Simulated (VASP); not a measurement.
Wanted: the native input for a VASP 6.6.1 run.

- Task: single point
- Functional: PBEsol
- Potentials or basis: VASP PAW PBE potentials, release 64 (Ta_pv, N)
- Cutoff: 520 eV
- k mesh: 20 × 20 × 20
- Occupations: gaussian, width 0.15 eV
- Spin: no spin polarisation
- Dipole correction: no
- Further INCAR settings: ALGO = Normal; EDIFF = 1e-06; NBANDS = 15

The structure of TaN lies in POSCAR:

```
TaN
1.0
   -0.1041764838      2.1281767411      2.1281767411
    2.1281767411     -0.1041764838      2.1281767411
    2.1281767411      2.1281767411     -0.1041764838
Ta N
1 1
Direct
    0.5000000000      0.5000000000      0.5000000000
    0.0000000000      0.0000000000      0.0000000000
```

This cell differs from its parent crystal: ratio of the length along [111] to the lengths across it x 0.93, volume and fractional coordinates fixed.

These files were run (other wordings do the same):

INCAR

```
PREC = Accurate ; ENCUT = 520
EDIFF = 1E-6 ; ISMEAR = 0
SIGMA = 0.15 ; LREAL = F
LASPH = T ; NELM = 100
ALGO = Normal ; ISIF = 2
LWAVE = F ; LCHARG = F
GGA = PS ; NBANDS = 15
```

KPOINTS

```
Automatic mesh
0
Gamma
  20 20 20
```

Potentials or basis: VASP PAW PBE potentials, release 64 (Ta_pv, N).

Run with:

```console
$ cat potpaw_PBE.64/Ta_pv/POTCAR potpaw_PBE.64/N/POTCAR > POTCAR
$ mpirun -np 1 vasp_std > vasp.out
```

Results of the run:

The pressure is 5.7 GPa and the band gap on the k mesh is zero (band 8 reaches 12.07 eV, above the bottom of band 9 at 7.04 eV).

Caveat: the PAW data sets were made with another functional, which shifts forces and pressure a little; spin-orbit coupling is left out, which moves the levels of the heavy elements.

Run time: 2.9 min on 1 thread of Intel(R) Xeon(R) Platinum 8259CL CPU @ 2.50GHz (Skylake/Cascade Lake), on a shared host, peak memory 0.35 GiB.
